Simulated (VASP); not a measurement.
# SnO2 (Pnnm) in VASP: electric field gradients with PBE

Aim: the electric field gradients of SnO2 with PBE.

Program: VASP 6.6.1. These are calculated values, not measurements. Logs are shortened: lines on timing, memory, paths and dates and some standing lists are left out, and cuts for length are marked.

## Step 1: The cell of the first run

Symmetry: Pnnm, No. 58, orthorhombic system. The conventional cell has a = 4.788 Å, b = 4.867 Å, c = 3.241 Å, α = 90.00°, β = 90.00°, γ = 90.00°. Sn (site symmetry 2/m) has 6 O at 2.09 to 2.10 Å within 2.8 Å. O (site symmetry m) has 3 Sn at 2.09 to 2.10 Å and 1 O at 2.65 Å within 2.8 Å.

## Step 2: Electric field gradients, PBE

INCAR

```
SYSTEM = SnO2
PREC     = Accurate       ! precision mode
ENCUT    = 520            ! plane-wave cutoff, eV
EDIFF    = 1E-8           ! SCF threshold, eV
ISMEAR   = -1             ! smearing method
SIGMA    = 0.01           ! smearing width, eV
LREAL    = .FALSE.        ! projectors in reciprocal space
LASPH    = .TRUE.         ! aspherical terms in the spheres
NELM     = 80             ! most SCF steps
ALGO     = Normal         ! electronic algorithm
ISIF     = 2              ! what is computed and relaxed
LWAVE    = .FALSE.        ! write WAVECAR
LCHARG   = .FALSE.        ! write CHGCAR
GGA      = PE             ! functional
LEFG     = .TRUE.       
NBANDS   = 35             ! bands
```

KPOINTS

```
regular mesh
0
G
  7 7 10
  0 0 0
```

POSCAR

```
SnO2
1.0
    4.7880040000      0.0000000000      0.0000000000
    0.0000000000      4.8665820000      0.0000000000
    0.0000000000      0.0000000000      3.2408980000
Sn O
2 4
Direct
    0.5000000000      0.5000000000      0.5000000000
    0.0000000000      0.0000000000      0.0000000000
    0.2918550000      0.3210420000      0.0000000000
    0.7918550000      0.1789580000      0.5000000000
    0.2081450000      0.8210420000      0.5000000000
    0.7081450000      0.6789580000      0.0000000000
```

Potentials or basis: VASP PAW PBE potentials, release 64 (Sn_d, O).

Command:

```bash
$ cat potpaw_PBE.64/Sn_d/POTCAR potpaw_PBE.64/O/POTCAR > POTCAR
$ mpirun -np 1 vasp_std > vasp.out
```

OUTCAR:

```text
SYSTEM = SnO2
   PREC = Accurate
   ENCUT = 520
   EDIFF = 1E-8
   ISMEAR = -1
   LREAL = .FALSE.
   LASPH = .TRUE.
   NELM = 80
   ISIF = 2
   GGA = PE

 ion  position               nearest neighbor table
   1  0.500  0.500  0.500-   3 2.09   6 2.09   3 2.09   6 2.09   5 2.10   4 2.10
   2  0.000  0.000  0.000-   4 2.09   5 2.09   4 2.09   5 2.09   3 2.10   6 2.10
   3  0.292  0.321  0.000-   1 2.09   1 2.09   2 2.10
   4  0.792  0.179  0.500-   2 2.09   2 2.09   1 2.10
   5  0.208  0.821  0.500-   2 2.09   2 2.09   1 2.10
   6  0.708  0.679  0.000-   1 2.09   1 2.09   2 2.10

  LATTYP: Found a simple orthorhombic cell.
 ALAT       =     3.2408980000
 B/A-ratio  =     1.4773695439
 C/A-ratio  =     1.5016152930

  Lattice vectors:

 A1 = (   0.0000000000,   0.0000000000,   3.2408980000)
 A2 = (   4.7880040000,   0.0000000000,   0.0000000000)
 A3 = (   0.0000000000,   4.8665820000,   0.0000000000)

Analysis of symmetry for initial positions (statically):
=====================================================================
 Subroutine PRICEL returns:
 Original cell was already a primitive cell.

 Routine SETGRP: Setting up the symmetry group for a
 simple orthorhombic supercell.

 Subroutine GETGRP returns: Found  8 space group operations
 (whereof  4 operations were pure point group operations)
 out of a pool of  8 trial point group operations.

The static configuration has the point symmetry C_2h.
 The point group associated with its full space group is D_2h.

Analysis of symmetry for dynamics (positions and initial velocities):
=====================================================================
 Subroutine PRICEL returns:
 Original cell was already a primitive cell.

 Routine SETGRP: Setting up the symmetry group for a
 simple orthorhombic supercell.

 Subroutine GETGRP returns: Found  8 space group operations
 (whereof  4 operations were pure point group operations)
 out of a pool of  8 trial point group operations.

The dynamic configuration has the point symmetry C_2h.
 The point group associated with its full space group is D_2h.

 Subroutine INISYM returns: Found  8 space group operations
 (whereof  4 operations are pure point group operations),
 and found     1 'primitive' translations

----------------------------------------------------------------------------------------

                                     Primitive cell

  volume of cell :      75.5169

  direct lattice vectors                    reciprocal lattice vectors
     4.788004000  0.000000000  0.000000000     0.208855298  0.000000000  0.000000000
     0.000000000  4.866582000  0.000000000     0.000000000  0.205483027  0.000000000
     0.000000000  0.000000000  3.240898000     0.000000000  0.000000000  0.308556456

  length of vectors
     4.788004000  4.866582000  3.240898000     0.208855298  0.205483027  0.308556456

  position of ions in fractional coordinates (direct lattice)
     0.500000000  0.500000000  0.500000000
     0.000000000  0.000000000  0.000000000
     0.291855000  0.321042000  0.000000000
     0.791855000  0.178958000  0.500000000
     0.208145000  0.821042000  0.500000000
     0.708145000  0.678958000  0.000000000

  ion indices of the primitive-cell ions
   primitive index   ion index
                 1           1
                 2           2
                 3           3
                 4           4
                 5           5
                 6           6

----------------------------------------------------------------------------------------

 KPOINTS: regular mesh

Automatic generation of k-mesh.
 Grid dimensions read from file:
 generate k-points for:    7    7   10

 Generating k-lattice:

  Cartesian coordinates                     Fractional coordinates (reciprocal lattice)
     0.029836471  0.000000000  0.000000000     0.142857143  0.000000000  0.000000000
     0.000000000  0.029354718  0.000000000     0.000000000  0.142857143  0.000000000
     0.000000000  0.000000000  0.030855646     0.000000000  0.000000000  0.100000000

  Length of vectors
     0.029836471  0.029354718  0.030855646

  Shift w.r.t. Gamma in fractional coordinates (k-lattice)
     0.000000000  0.000000000  0.000000000

 Subroutine IBZKPT returns following result:
 ===========================================

 Found     96 irreducible k-points:

 Following reciprocal coordinates:
            Coordinates               Weight
  0.000000  0.000000  0.000000      1.000000
  0.142857  0.000000  0.000000      2.000000
  0.285714  0.000000  0.000000      2.000000
  0.428571  0.000000  0.000000      2.000000
  0.000000  0.142857  0.000000      2.000000
  0.142857  0.142857  0.000000      4.000000
[... 16 lines left out ...]
  0.285714  0.142857  0.100000      8.000000
  0.428571  0.142857  0.100000      8.000000
 [... further k-points ...]
   k-points           NKPTS =     96   k-points in BZ     NKDIM =     96   number of bands    NBANDS=     35
   number of dos      NEDOS =    301   number of ions     NIONS =      6
   total plane-waves  NPLWV =  31104
   dimension x,y,z NGX =    36 NGY =   36 NGZ =   24
   dimension x,y,z NGXF=    72 NGYF=   72 NGZF=   48
   ions per type =               2   4
   NGX,Y,Z   is equivalent  to a cutoff of  12.50, 12.30, 12.31 a.u.
   NGXF,Y,Z  is equivalent  to a cutoff of  25.00, 24.60, 24.62 a.u.
 SYSTEM =  SnO2
   PREC   = accura    normal or accurate (medium, high low for compatibility)
   ISTART =      0    job   : 0-new  1-cont  2-samecut
   ICHARG =      2    charge: 1-file 2-atom 10-const
   ISPIN  =      1    spin polarized calculation?
   LNONCOLLINEAR =      F non collinear calculations
   LSORBIT =      F    spin-orbit coupling
   LASPH  =      T    aspherical Exc in radial PAW
   ENCUT  =  520.0 eV  38.22 Ry    6.18 a.u.   8.90  9.05  6.03*2*pi/ulx,y,z
   NELM   =     80;   NELMIN=  2; NELMDL= -5     # of ELM steps
   EDIFF  = 0.1E-07   stopping-criterion for ELM
   LREAL  =      F    real-space projection
   EDIFFG = 0.1E-06   stopping-criterion for IOM
   NSW    =      0    number of steps for IOM
   IBRION =     -1    ionic relax: 0-MD 1-quasi-New 2-CG
   NFREE  =      0    steps in history (QN), initial steepest desc. (CG)
   ISIF   =      2    stress and relaxation
   ISYM   =      2    0-nonsym 1-usesym 2-fastsym
   POTIM  = 0.5000    time-step for ionic-motion
   TEBEG  =    0.0;   TEEND  =   0.0 temperature during run
   PSTRESS=    0.0 pullay stress
   NELECT =      52.0000    total number of electrons
   NUPDOWN=      -1.0000    fix difference up-down
   EMIN   =  10.00;   EMAX   =-10.00  energy-range for DOS
   EFERMI =   0.00;   METHOD = LEGACY
   ISMEAR =    -1;   SIGMA  =   0.01  broadening in eV -4-tet -1-fermi 0-gaus
   EFERMI_NEDOS =   21; number of points for ismear=-14 and -15
   IALGO  =     38    algorithm
   IMIX   =      4    mixing-type and parameters
     AMIX     =   0.40;   BMIX     =  1.00
     AMIX_MAG =   1.60;   BMIX_MAG =  1.00
  volume/ion in A,a.u.               =      12.59        84.94
  Fermi-wavevector in a.u.,A,eV,Ry     =   1.445644  2.731871 28.434627  2.089886
  Thomas-Fermi vector in A             =   2.563802
   LORBIT       =      0    0 simple, 1 ext, 2 COOP (PROOUT), +10 PAW based schemes
   GGA     = PE    functional components
   LHFCALC =     F    Hartree Fock is set to
   AEXX    =    0.0000 exact exchange contribution
   IVDW    =     0    specifies the selected vdW correction
   LEPSILON=     F    determine dielectric tensor
   LRPA    =     F    only Hartree local field effects (RPA)
 non-spin polarized calculation
  energy-cutoff  :      520.00
  volume of cell :       75.52
 maximum number of plane-waves:      2060
 NGX is ok and might be reduce to    36
   NGX = 17   NGY = 19   NGZ = 13

 number of electron      51.9999998 magnetization

 Free energy of the ion-electron system (eV)
  ---------------------------------------------------
  ext. energy  EPLUGINS =         0.00000000
  ---------------------------------------------------
  free energy    TOTEN  =       -37.29888233 eV

  energy without entropy =      -37.29888233  energy(sigma->0) =      -37.29888233

 E-fermi :   5.6420     XC(G=0): -10.9776

 val. band max:        5.4242080818   @ k =   0.0000   0.0000   0.0000
 cond. band min:       6.2195439341   @ k =   0.0000   0.0000   0.0000
 fundamental gap:      0.7953358524
 Fermi energy:         5.6419791221

 k-point     1 :       0.0000    0.0000    0.0000
  band No.  band energies     occupation
      1     -15.5026      2.00000
      2     -14.8455      2.00000
      3     -14.6585      2.00000
      4     -14.6318      2.00000
      5     -14.6287      2.00000
      6     -14.5657      2.00000
[... 27 lines left out ...]
     34      17.1635      0.00000
     35      17.6082      0.00000

 k-point     2 :       0.1429    0.0000    0.0000
  band No.  band energies     occupation
      1     -15.4752      2.00000
      2     -14.8753      2.00000
      3     -14.6578      2.00000
      4     -14.6306      2.00000
      5     -14.6277      2.00000
      6     -14.5874      2.00000
[... 27 lines left out ...]
     34      17.2360      0.00000
     35      17.6512      0.00000
[... 796 lines left out ...]
     34      17.5372      0.00000
     35      17.8698      0.00000

 k-point    24 :       0.4286    0.1429    0.1000
  band No.  band energies     occupation
      1     -15.2467      2.00000
      2     -15.1181      2.00000
      3     -14.7139      2.00000
      4     -14.7126      2.00000
      5     -14.6165      2.00000
      6     -14.6013      2.00000
[... 27 lines left out ...]
     34      17.7236      0.00000
     35      17.8801      0.00000

 [... further k-points ...]

------------------------ aborting loop because EDIFF is reached ----------------------------------------

  FORCE on cell =-STRESS in cart. coord.  units (eV):
  Direction    XX          YY          ZZ          XY          YZ          ZX
  --------------------------------------------------------------------------------------
  -------------------------------------------------------------------------------------
  Total        0.0749954     -0.0248927      0.0110334      0.0000000      0.0000000      0.0000000
  in kB        1.5911130     -0.5281283      0.2340863      0.0000000      0.0000000      0.0000000
  external PRESSURE =       0.4323570 kB  Pullay stress =       0.0000000 kB

 VOLUME and BASIS-vectors are now :
 -----------------------------------------------------------------------------
  energy-cutoff  :      520.00
  volume of cell :       75.52
      direct lattice vectors                 reciprocal lattice vectors
     4.788004000  0.000000000  0.000000000     0.208855298  0.000000000  0.000000000
     0.000000000  4.866582000  0.000000000     0.000000000  0.205483027  0.000000000
     0.000000000  0.000000000  3.240898000     0.000000000  0.000000000  0.308556456

 POSITION                                       TOTAL-FORCE (eV/Angst)
 -----------------------------------------------------------------------------------
      2.39400      2.43329      1.62045         0.000000      0.000000      0.000000
      0.00000      0.00000      0.00000         0.000000      0.000000      0.000000
      1.39740      1.56238      0.00000         0.045875     -0.047574     -0.000000
      3.79140      0.87091      1.62045         0.045875      0.047574     -0.000000
      0.99660      3.99567      1.62045        -0.045875     -0.047574      0.000000
      3.39060      3.30420      0.00000        -0.045875      0.047574      0.000000
 -----------------------------------------------------------------------------------
    total drift:                                0.000000      0.000000      0.000000

  FREE ENERGIE OF THE ION-ELECTRON SYSTEM (eV)
  ---------------------------------------------------
  free  energy   TOTEN  =       -37.2988823328 eV

  energy  without entropy=      -37.2988823328  energy(sigma->0) =      -37.29888233

 Electric field gradients (V/A^2)
---------------------------------------------------------------------
 ion       V_xx      V_yy      V_zz      V_xy      V_xz      V_yz
---------------------------------------------------------------------
   1      25.203    28.514   -53.716    18.924     0.000    -0.000
   2      25.203    28.514   -53.716   -18.924     0.000     0.000
   3     -24.798   -24.642    49.439    88.129    -0.000    -0.000
   4     -24.798   -24.642    49.439   -88.129    -0.000     0.000
   5     -24.798   -24.642    49.439   -88.129     0.000    -0.000
   6     -24.798   -24.642    49.439    88.129     0.000     0.000
---------------------------------------------------------------------

 Electric field gradients after diagonalization (V/A^2)
 (convention: |V_zz| > |V_xx| > |V_yy|)
----------------------------------------------------------------------
 ion       V_xx      V_yy      V_zz     asymmetry (V_yy - V_xx)/ V_zz
----------------------------------------------------------------------
   1      45.855     7.862   -53.716       0.707
   2      45.855     7.862   -53.716       0.707
   3      63.409    49.439  -112.849       0.124
   4      63.409    49.439  -112.849       0.124
   5      63.409    49.439  -112.849       0.124
   6      63.409    49.439  -112.849       0.124
----------------------------------------------------------------------

           NMR quadrupolar parameters

 Cq : quadrupolar parameter    Cq=e*Q*V_zz/h
 eta: asymmetry parameters     (V_yy - V_xx)/ V_zz
 Q  : nuclear electric quadrupole moment in mb (millibarn)
----------------------------------------------------------------------
 ion       Cq(MHz)       eta       Q (mb)
----------------------------------------------------------------------
   1      -0.130       0.707       1.000
   2      -0.130       0.707       1.000
   3      -0.273       0.124       1.000
   4      -0.273       0.124       1.000
   5      -0.273       0.124       1.000
   6      -0.273       0.124       1.000
----------------------------------------------------------------------
```

It took 1.7 min on 1 thread of Intel Xeon 6975P-C (Granite Rapids), shared host; peak memory 0.31 GiB.

Results:

- Free energy: -37.2989 eV
- Pressure: 0.0 GPa
- Largest force: 0.066 eV/Å
- Band gap on the k mesh: 0.80 eV
- Largest electric field gradient by atom: Sn -53.7; O -112.8 V/Å²

Forces in eV/Å, atoms in the order of the input:
```
Sn   0.000  0.000  0.000
Sn   0.000  0.000  0.000
O    0.046 -0.048  0.000
O    0.046  0.048  0.000
O   -0.046 -0.048  0.000
O   -0.046  0.048  0.000
```

Electric field gradients, principal values (V/Å²):
```
atom   least  middle  greatest (by size)
1 Sn   7.862  45.855             -53.716
2 Sn   7.862  45.855             -53.716
 3 O  49.439  63.409            -112.849
 4 O  49.439  63.409            -112.849
 5 O  49.439  63.409            -112.849
 6 O  49.439  63.409            -112.849
```

Caveat: without QUAD_EFG the Cq values of the log hold for a quadrupole moment of 1 mb, not for the nuclei; spin-orbit coupling is left out, which moves the levels of the heavy elements.
